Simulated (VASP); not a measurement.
The system is Ir.

```xyz
2
Lattice="0.0000 2.6731 2.6731 2.6731 0.0000 2.6731 2.6731 2.6731 0.0000" Properties=species:S:1:pos:R:3 pbc="T T T"
Ir    0.6683    0.6683    0.6683
Ir    4.6780    4.6780    4.6780
```

| Item | Value |
| --- | --- |
| Program | VASP 6.6.1 |
| Task | relaxation of cell and atoms |
| Functional | RPBE |
| Potentials or basis | VASP PAW PBE potentials, release 64 (Ir) |
| Cutoff | 600 eV |
| k mesh | 10 × 10 × 10 |
| Occupations | fermi-dirac, width 0.1 eV |
| Spin | no spin polarisation |

At the start: pressure 32.5 GPa; volume 19.10 Å³/atom.

How do energy, volume and symmetry change on relaxing?

Over 5 steps the energy falls by 249.3 meV/atom and the volume is 21.91 Å³/atom (+14.7 %); space group Fd-3m (No. 227, to 0.05 Å).

The path:
| step | energy change (eV) | largest force (eV/Å) | pressure (GPa) | volume (Å³) |
| --- | --- | --- | --- | --- |
| 1 | 0.0000 | 0.0000 | 32.51 | 38.20 |
| 2 | 1.7336 | 0.0000 | -23.54 | 63.89 |
| 3 | -0.4887 | 0.0000 | -3.35 | 44.73 |
| 4 | -0.4981 | 0.0000 | -0.69 | 44.00 |
| 5 | -0.4986 | 0.0000 | 0.01 | 43.81 |

Final structure:
```yaml
crystal:
  lattice:
    - [0.00000, 2.79811, 2.79811]
    - [2.79811, 0.00000, 2.79811]
    - [2.79811, 2.79811, 0.00000]
  atoms:
    - { symbol: Ir, position: [0.12500, 0.12500, 0.12500] }
    - { symbol: Ir, position: [0.87500, 0.87500, 0.87500] }
```

Caveat: the PAW data sets were made with another functional, which shifts forces and pressure a little.
